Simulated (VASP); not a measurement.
# GdO: single point with PBEsol

The system is GdO.

```
Gd O
1.0
     3.11330    0.00000    0.00000
    -1.55665    2.69620    0.00000
     0.00000    0.00000    3.03843
Gd O
1 1
Direct
  0.00000 0.00000 0.00000
  0.66667 0.33333 0.50000
```

- Program: VASP 6.6.1
- Task: single point
- Functional: PBEsol
- Potentials or basis: VASP PAW PBE potentials, release 64 (Gd, O)
- Cutoff: 520 eV
- k mesh: 10 × 10 × 9
- Occupations: fermi-dirac, width 0.05 eV
- Spin: non-collinear spin, typed start, spin-orbit coupling
- Starting moments: [[4.041, 4.041, 4.041], [0.0, 0.0, 0.0]] μB

The pressure is 22.9 GPa and the net moment is 7.02 μB per cell. The valence electrons inside the program's atomic spheres are Gd 15.51; O 5.03.

Stress tensor (GPa, compression positive):
```
24.11  0.00 -0.01
 0.00 24.11  0.01
-0.01  0.01 20.52
```

Moments on the atoms (μB; x, y, z):
```
Gd   3.87  3.86  3.93
O   -0.01 -0.01 -0.01
```

Run time: 56 min on 1 thread of Intel(R) Xeon(R) Platinum 8259CL CPU @ 2.50GHz (Skylake/Cascade Lake), with other jobs on the host, peak memory 1.2 GiB.

Caveat: the cell stands under pressure; the PAW data sets were made with another functional, which shifts forces and pressure a little; a cell with one magnetic atom can't hold antiferromagnetic order, which such compounds often take. The state reached can hang on the start; a lower one may exist.
